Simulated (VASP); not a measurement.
# Pt9Se17 (a cell with a defect) in VASP: relaxation of the atoms with PBE

Aim: the relaxation of the atoms of Pt9Se17 (a cell with a defect) with PBE.

Everything below comes from runs of VASP 6.6.1. Logs are shortened: lines on timing, memory, paths and dates and some standing lists are left out, and cuts for length are marked.

**1. The cell of the first run**

The cell holds a defect, 26 atoms: a = 9.192 Å, b = 9.192 Å, c = 9.192 Å, α = 75.50°, β = 75.50°, γ = 75.50°.

**2. Relaxation of the atoms, PBE (atoms taken out)**

The input, INCAR:

```
SYSTEM = Pt9Se17
ALGO     = Normal         ! electronic algorithm
EDIFF    = 1E-6           ! SCF threshold, eV
EDIFFG   = -0.025         ! ionic threshold
ENCUT    = 520            ! plane-wave cutoff, eV
GGA      = PE             ! functional
IBRION   = 2              ! ionic algorithm
ISIF     = 2              ! what is computed and relaxed
ISMEAR   = 0              ! smearing method
LASPH    = .True.         ! aspherical terms in the spheres
LCHARG   = .False.        ! write CHGCAR
LREAL    = Auto         
LUSENCCL = .False.      
LWAVE    = .False.        ! write WAVECAR
NELM     = 80             ! most SCF steps
NSW      = 65             ! ionic steps
PREC     = Accurate       ! precision mode
SIGMA    = 0.01           ! smearing width, eV
```

The input, KPOINTS:

```
Automatic mesh
0
Gamma
  2 2 2
  0.5 0.5 0.5
```

The input, POSCAR:

```
Pt9Se17
1.0
   -5.6273392466      3.2489458289      6.5013329040
    0.0000000000     -6.4978916577      6.5013329040
    5.6273392466      3.2489458289      6.5013329040
Pt Se
9 17
Direct
    0.6601924088      0.6714985241      0.6730108688
    0.0000000000      0.3333333333      0.6666666667
    0.3333333333      0.6666666667      0.0000000000
    0.3267391894     -0.0006610751      0.6662836052
    0.6666666667      0.3333333333      0.0000000000
    0.0000000000      0.6666666667      0.3333333333
    0.0000000000      0.0000000000      0.0000000000
    0.3333333333      0.3333333333      0.3333333333
    0.6649985095     -0.0032529943      0.3282144172
    0.8218991393      0.4885658059      0.4885658059
    0.1552324726      0.8218991393      0.8218991393
    0.1552324726      0.1552324726      0.4885658059
    0.4885658059      0.4885658059      0.8218991393
    0.8218991393      0.8218991393      0.1552324726
    0.8218991393      0.1552324726      0.8218991393
    0.1552324726      0.4885658059      0.1552324726
    0.4885658059      0.1552324726      0.1552324726
    0.5114341941      0.5114341941      0.1781008607
    0.8447675274      0.1781008607      0.1781008607
    0.1781008607      0.5114341941      0.5114341941
    0.1781008607      0.8447675274      0.1781008607
    0.5114341941      0.1781008607      0.5114341941
    0.8447675274      0.5114341941      0.8447675274
    0.8447675274      0.8447675274      0.5114341941
    0.1781008607      0.1781008607      0.8447675274
    0.5114341941      0.8447675274      0.8447675274
```

Potentials or basis: VASP PAW PBE potentials, release 64 (Pt, Se).

On the command line:

```console
$ cat potpaw_PBE.64/Pt/POTCAR potpaw_PBE.64/Se/POTCAR > POTCAR
$ mpirun -np 1 vasp_std > vasp.out
```

OUTCAR:

```text
SYSTEM = Pt9Se17
   EDIFF = 1E-6
   EDIFFG = -0.025
   ENCUT = 520
   GGA = PE
   IBRION = 2
   ISIF = 2
   ISMEAR = 0
   LASPH = .True.
   LREAL = Auto
   NELM = 80
   NSW = 65
   PREC = Accurate

 ion  position               nearest neighbor table
   1  0.660  0.671  0.673-  26 2.45  13 2.51  23 2.54  24 2.55  10 2.61
   2  0.000  0.333  0.667-  15 2.53  25 2.53  23 2.53  12 2.53  20 2.53  10 2.53
   3  0.333  0.667  0.000-  21 2.53  11 2.53  16 2.53  26 2.53  13 2.53  18 2.53
   4  0.327  0.999  0.666-  11 2.49  12 2.49  25 2.52  26 2.57  22 2.57
   5  0.667  0.333  0.000-  15 2.53  19 2.53  17 2.53  23 2.53  18 2.53  13 2.53
   6  0.000  0.667  0.333-  21 2.53  14 2.53  16 2.53  24 2.53  10 2.53  20 2.53
   7  0.000  0.000  0.000-  11 2.53  14 2.53  19 2.53  25 2.53  21 2.53  15 2.53
   8  0.333  0.333  0.333-  12 2.53  17 2.53  16 2.53  18 2.53  20 2.53  22 2.53
   9  0.665  0.997  0.328-  14 2.48  17 2.50  19 2.55  24 2.56  22 2.58
  10  0.822  0.489  0.489-   6 2.53   2 2.53   1 2.61
  11  0.155  0.822  0.822-   4 2.49   7 2.53   3 2.53
  12  0.155  0.155  0.489-   4 2.49   8 2.53   2 2.53
  13  0.489  0.489  0.822-   1 2.51   3 2.53   5 2.53
  14  0.822  0.822  0.155-   9 2.48   7 2.53   6 2.53
  15  0.822  0.155  0.822-   2 2.53   5 2.53   7 2.53
[... 9 lines left out ...]
  25  0.178  0.178  0.845-   4 2.52   7 2.53   2 2.53
  26  0.511  0.845  0.845-   1 2.45   3 2.53   4 2.57

  LATTYP: Found a trigonal (rhomboedric) cell.
 ALAT       =     9.1918401598
 COS(alpha) =     0.2503970905

  Lattice vectors:

 A1 = (  -5.6273392466,   3.2489458289,   6.5013329040)
 A2 = (   0.0000000000,  -6.4978916577,   6.5013329040)
 A3 = (   5.6273392466,   3.2489458289,   6.5013329040)

Analysis of symmetry for initial positions (statically):
=====================================================================
 Subroutine PRICEL returns:
 Original cell was already a primitive cell.

 Routine SETGRP: Setting up the symmetry group for a
 trigonal (rhombohedral) supercell.

 Subroutine GETGRP returns: Found  1 space group operations
 (whereof  1 operations were pure point group operations)
 out of a pool of 12 trial point group operations.

The static configuration has the point symmetry C_1 .

Analysis of symmetry for dynamics (positions and initial velocities):
=====================================================================
 Subroutine PRICEL returns:
 Original cell was already a primitive cell.

 Routine SETGRP: Setting up the symmetry group for a
 trigonal (rhombohedral) supercell.

 Subroutine GETGRP returns: Found  1 space group operations
 (whereof  1 operations were pure point group operations)
 out of a pool of 12 trial point group operations.

The dynamic configuration has the point symmetry C_1 .

 Subroutine INISYM returns: Found  1 space group operations
 (whereof  1 operations are pure point group operations),
 and found     1 'primitive' translations

----------------------------------------------------------------------------------------

                                     Primitive cell

  volume of cell :     713.1801

  direct lattice vectors                    reciprocal lattice vectors
    -5.627339247  3.248945829  6.501332904    -0.088851938  0.051298691  0.051271537
     0.000000000 -6.497891658  6.501332904     0.000000000 -0.102597381  0.051271537
     5.627339247  3.248945829  6.501332904     0.088851938  0.051298691  0.051271537

  length of vectors
     9.191840160  9.191840160  9.191840160     0.114695219  0.114695219  0.114695219

  position of ions in fractional coordinates (direct lattice)
     0.660192409  0.671498524  0.673010869
     0.000000000  0.333333333  0.666666667
     0.333333333  0.666666667  0.000000000
     0.326739189  0.999338925  0.666283605
     0.666666667  0.333333333  0.000000000
     0.000000000  0.666666667  0.333333333
[... 18 lines left out ...]
     0.178100861  0.178100861  0.844767527
     0.511434194  0.844767527  0.844767527

  ion indices of the primitive-cell ions
   primitive index   ion index
                 1           1
                 2           2
                 3           3
                 4           4
                 5           5
                 6           6
[... 18 lines left out ...]
                25          25
                26          26

----------------------------------------------------------------------------------------

 KPOINTS: Automatic mesh

Automatic generation of k-mesh.
 Grid dimensions read from file:
 generate k-points for:    2    2    2

 Generating k-lattice:

  Cartesian coordinates                     Fractional coordinates (reciprocal lattice)
    -0.044425969  0.025649345  0.025635769     0.500000000  0.000000000  0.000000000
     0.000000000 -0.051298691  0.025635769     0.000000000  0.500000000  0.000000000
     0.044425969  0.025649345  0.025635769     0.000000000  0.000000000  0.500000000

  Length of vectors
     0.057347609  0.057347609  0.057347609

  Shift w.r.t. Gamma in fractional coordinates (k-lattice)
     0.500000000  0.500000000  0.500000000

 Subroutine IBZKPT returns following result:
 ===========================================

 Found      4 irreducible k-points:

 Following reciprocal coordinates:
            Coordinates               Weight
  0.250000  0.250000  0.250000      2.000000
 -0.250000  0.250000  0.250000      2.000000
  0.250000 -0.250000  0.250000      2.000000
  0.250000  0.250000 -0.250000      2.000000
   k-points           NKPTS =      4   k-points in BZ     NKDIM =      4   number of bands    NBANDS=    115
   number of dos      NEDOS =    301   number of ions     NIONS =     26
   total plane-waves  NPLWV = 343000
   dimension x,y,z NGX =    70 NGY =   70 NGZ =   70
   dimension x,y,z NGXF=   140 NGYF=  140 NGZF=  140
   ions per type =               9  17
   NGX,Y,Z   is equivalent  to a cutoff of  12.66, 12.66, 12.66 a.u.
   NGXF,Y,Z  is equivalent  to a cutoff of  25.32, 25.32, 25.32 a.u.
 SYSTEM =  Pt9Se17
   PREC   = accura    normal or accurate (medium, high low for compatibility)
   ISTART =      0    job   : 0-new  1-cont  2-samecut
   ICHARG =      2    charge: 1-file 2-atom 10-const
   ISPIN  =      1    spin polarized calculation?
   LNONCOLLINEAR =      F non collinear calculations
   LSORBIT =      F    spin-orbit coupling
   LASPH  =      T    aspherical Exc in radial PAW
   ENCUT  =  520.0 eV  38.22 Ry    6.18 a.u.  17.09 17.09 17.09*2*pi/ulx,y,z
   NELM   =     80;   NELMIN=  2; NELMDL= -5     # of ELM steps
   EDIFF  = 0.1E-05   stopping-criterion for ELM
   LREAL  =      T    real-space projection
   EDIFFG = -.3E-01   stopping-criterion for IOM
   NSW    =     65    number of steps for IOM
   IBRION =      2    ionic relax: 0-MD 1-quasi-New 2-CG
   NFREE  =      1    steps in history (QN), initial steepest desc. (CG)
   ISIF   =      2    stress and relaxation
   ISYM   =      2    0-nonsym 1-usesym 2-fastsym
   POTIM  = 0.5000    time-step for ionic-motion
   TEBEG  =    0.0;   TEEND  =   0.0 temperature during run
   PSTRESS=    0.0 pullay stress
   NELECT =     192.0000    total number of electrons
   NUPDOWN=      -1.0000    fix difference up-down
   EMIN   =  10.00;   EMAX   =-10.00  energy-range for DOS
   EFERMI =   0.00;   METHOD = LEGACY
   ISMEAR =     0;   SIGMA  =   0.01  broadening in eV -4-tet -1-fermi 0-gaus
   EFERMI_NEDOS =   21; number of points for ismear=-14 and -15
   IALGO  =     38    algorithm
   IMIX   =      4    mixing-type and parameters
     AMIX     =   0.40;   BMIX     =  1.00
     AMIX_MAG =   1.60;   BMIX_MAG =  1.00
  volume/ion in A,a.u.               =      27.43       185.11
  Fermi-wavevector in a.u.,A,eV,Ry     =   1.057082  1.997596 15.203465  1.117423
  Thomas-Fermi vector in A             =   2.192342
   LORBIT       =      0    0 simple, 1 ext, 2 COOP (PROOUT), +10 PAW based schemes
   GGA     = PE    functional components
   LHFCALC =     F    Hartree Fock is set to
   AEXX    =    0.0000 exact exchange contribution
   IVDW    =     0    specifies the selected vdW correction
   LEPSILON=     F    determine dielectric tensor
   LRPA    =     F    only Hartree local field effects (RPA)
 conjugate gradient relaxation of ions
 non-spin polarized calculation
 Gauss-broadening in eV      SIGMA  =   0.01
  energy-cutoff  :      520.00
  volume of cell :      713.18
 maximum number of plane-waves:     19212
 NGX is ok and might be reduce to    70
   NGX = 35   NGY = 35   NGZ = 35

--------------------------------------- Ionic step        1  -------------------------------------------

 number of electron     192.0000001 magnetization

 Free energy of the ion-electron system (eV)
  ---------------------------------------------------
  ext. energy  EPLUGINS =         0.00000000
  ---------------------------------------------------
  free energy    TOTEN  =      -123.11630652 eV

  energy without entropy =     -123.11630652  energy(sigma->0) =     -123.11630652

------------------------ aborting loop because EDIFF is reached ----------------------------------------

  FORCE on cell =-STRESS in cart. coord.  units (eV):
  Direction    XX          YY          ZZ          XY          YZ          ZX
  --------------------------------------------------------------------------------------
  -------------------------------------------------------------------------------------
  Total       -4.8438453     -5.2129831     -2.0398645     -0.1259562     -0.0942073      0.2755225
  in kB      -10.8818221    -11.7110996     -4.5826076     -0.2829637     -0.2116391      0.6189684
  external PRESSURE =      -9.0585098 kB  Pullay stress =       0.0000000 kB
[... 161 lines left out ...]
  FREE ENERGIE OF THE ION-ELECTRON SYSTEM (eV)
  ---------------------------------------------------
  free  energy   TOTEN  =      -123.3147136997 eV

  energy  without entropy=     -123.3147136997  energy(sigma->0) =     -123.31471370

[... ionic steps 4 to 10 ...]

--------------------------------------- Ionic step       11  -------------------------------------------

 number of electron     192.0000001 magnetization

------------------------ aborting loop because EDIFF is reached ----------------------------------------
[... 115 lines left out ...]
--------------------------------------- Ionic step       13  -------------------------------------------

 number of electron     192.0000000 magnetization

 Free energy of the ion-electron system (eV)
  ---------------------------------------------------
  ext. energy  EPLUGINS =         0.00000000
  ---------------------------------------------------
  free energy    TOTEN  =      -123.34025876 eV

  energy without entropy =     -123.34025876  energy(sigma->0) =     -123.34025876

 E-fermi :   3.0919     XC(G=0):  -8.7921

 val. band max:        3.0337503961   @ k =  -0.2500   0.2500   0.2500
 cond. band min:       3.4153515096   @ k =  -0.2500   0.2500   0.2500
 fundamental gap:      0.3816011135
 Fermi energy:         3.0918961963

 k-point     1 :       0.2500    0.2500    0.2500
  band No.  band energies     occupation
      1     -11.3895      2.00000
      2     -10.5614      2.00000
      3     -10.5591      2.00000
      4     -10.5570      2.00000
      5     -10.4227      2.00000
      6     -10.4216      2.00000
[... 433 lines left out ...]
    107       4.6056      0.00000
    108       4.7274      0.00000
 [bands above 108 left out]

------------------------ aborting loop because EDIFF is reached ----------------------------------------

  FORCE on cell =-STRESS in cart. coord.  units (eV):
  Direction    XX          YY          ZZ          XY          YZ          ZX
  --------------------------------------------------------------------------------------
  -------------------------------------------------------------------------------------
  Total       -4.3492151     -4.3469118     -0.4871802      0.0048350      0.0316071      0.0001909
  in kB       -9.7706227     -9.7654484     -1.0944627      0.0108620      0.0710063      0.0004289
  external PRESSURE =      -6.8768446 kB  Pullay stress =       0.0000000 kB
[... 41 lines left out ...]
  FREE ENERGIE OF THE ION-ELECTRON SYSTEM (eV)
  ---------------------------------------------------
  free  energy   TOTEN  =      -123.3402587601 eV

  energy  without entropy=     -123.3402587601  energy(sigma->0) =     -123.34025876

 reached required accuracy - stopping structural energy minimisation
```

It took 7.8 min on 1 × NVIDIA H100 80GB with 1 thread of AMD EPYC 7R13 (Zen 3), shared host; peak memory 1.6 GiB.

What came out:

* Free energy: -123.3403 eV
* Energy gained by relaxing: 8.6 meV/atom
* Ionic steps: 13
* Pressure after relaxing: -0.7 GPa
* Largest force after relaxing: 0.025 eV/Å
* Band gap on the k mesh: 0.38 eV

Forces on the atoms (eV/Å):
```
Pt   0.003 -0.013 -0.007
Pt  -0.002  0.002 -0.009
Pt   0.002 -0.002  0.000
Pt  -0.006  0.001  0.000
Pt   0.005 -0.002 -0.013
Pt  -0.006  0.001  0.000
Pt  -0.004  0.007 -0.003
Pt  -0.004  0.002  0.002
Pt   0.015  0.008 -0.008
Se   0.007 -0.006  0.001
Se   0.003  0.000  0.008
Se  -0.007 -0.006  0.006
Se   0.007 -0.006  0.004
Se  -0.003  0.001  0.005
Se  -0.010  0.011 -0.020
Se   0.002  0.001  0.023
Se  -0.001 -0.006  0.005
Se   0.009 -0.009 -0.004
Se  -0.011 -0.002  0.002
Se  -0.020 -0.006 -0.004
Se  -0.004  0.020 -0.005
Se   0.003  0.014  0.012
Se   0.002  0.012 -0.008
Se   0.003 -0.009  0.011
Se   0.008 -0.006 -0.004
Se   0.009 -0.007  0.006
```

Stress tensor (GPa, compression positive):
```
-0.98  0.00  0.00
 0.00 -0.98  0.01
 0.00  0.01 -0.11
```

The path:
```tsv
step	energy change (eV)	largest force (eV/Å)	pressure (GPa)
1	0.0000	1.2860	-0.91
2	-0.1933	0.2264	-0.87
3	-0.1984	0.2184	-0.84
4	-0.2098	0.1226	-0.75
5	-0.2132	0.0907	-0.67
6	-0.2163	0.0618	-0.65
7	-0.2165	0.0804	-0.64
8	-0.2184	0.0743	-0.64
9	-0.2213	0.0672	-0.67
10	-0.2229	0.0512	-0.67
11	-0.2229	0.0540	-0.67
12	-0.2239	0.0251	-0.68
13	-0.2240	0.0246	-0.69
```

Final structure:
```cif
data_structure
_symmetry_space_group_name_H-M 'P 1'
_symmetry_Int_Tables_number 1
_cell_length_a 9.1918
_cell_length_b 9.1918
_cell_length_c 9.1918
_cell_angle_alpha 75.499
_cell_angle_beta 75.499
_cell_angle_gamma 75.499
_cell_volume 713.18
loop_
_atom_site_label
_atom_site_type_symbol
_atom_site_fract_x
_atom_site_fract_y
_atom_site_fract_z
_atom_site_occupancy
Pt1 Pt 0.66681 0.67104 0.66719 1
Pt2 Pt 0.99841 0.33236 0.66662 1
Pt3 Pt 0.33343 0.66729 0.99926 1
Pt4 Pt 0.33746 0.00052 0.66726 1
Pt5 Pt 0.66596 0.33251 0.99904 1
Pt6 Pt 0.99854 0.66721 0.33398 1
Pt7 Pt 0.99828 0.99989 0.99896 1
Pt8 Pt 0.33328 0.33265 0.33403 1
Pt9 Pt 0.66677 0.00074 0.33786 1
Se1 Se 0.81852 0.49194 0.48900 1
Se2 Se 0.15839 0.82238 0.81887 1
Se3 Se 0.15827 0.15224 0.48919 1
Se4 Se 0.48852 0.49222 0.81890 1
Se5 Se 0.81822 0.82245 0.15888 1
Se6 Se 0.81945 0.15377 0.82026 1
Se7 Se 0.15477 0.48870 0.15538 1
Se8 Se 0.48843 0.15239 0.15896 1
Se9 Se 0.51089 0.51097 0.17769 1
Se10 Se 0.84480 0.17887 0.17401 1
Se11 Se 0.17681 0.51101 0.51168 1
Se12 Se 0.17680 0.84488 0.17769 1
Se13 Se 0.51194 0.17521 0.51253 1
Se14 Se 0.84493 0.50761 0.84539 1
Se15 Se 0.84123 0.84576 0.51254 1
Se16 Se 0.17355 0.17870 0.84547 1
Se17 Se 0.51224 0.84572 0.84164 1
```

Levels at points of the mesh, in eV from the valence-band top:
| k point | band 93 | band 94 | band 95 | band 96 | band 97 | band 98 | band 99 | band 100 |
| --- | --- | --- | --- | --- | --- | --- | --- | --- |
| (0.25, 0.25, 0.25) | -0.85 | -0.71 | -0.71 | -0.41 | 0.72 | 0.72 | 1.05 | 1.05 |

Caveat: the cell differs from its parent crystal (atoms taken out); spin-orbit coupling is left out, which moves the levels of the heavy elements.
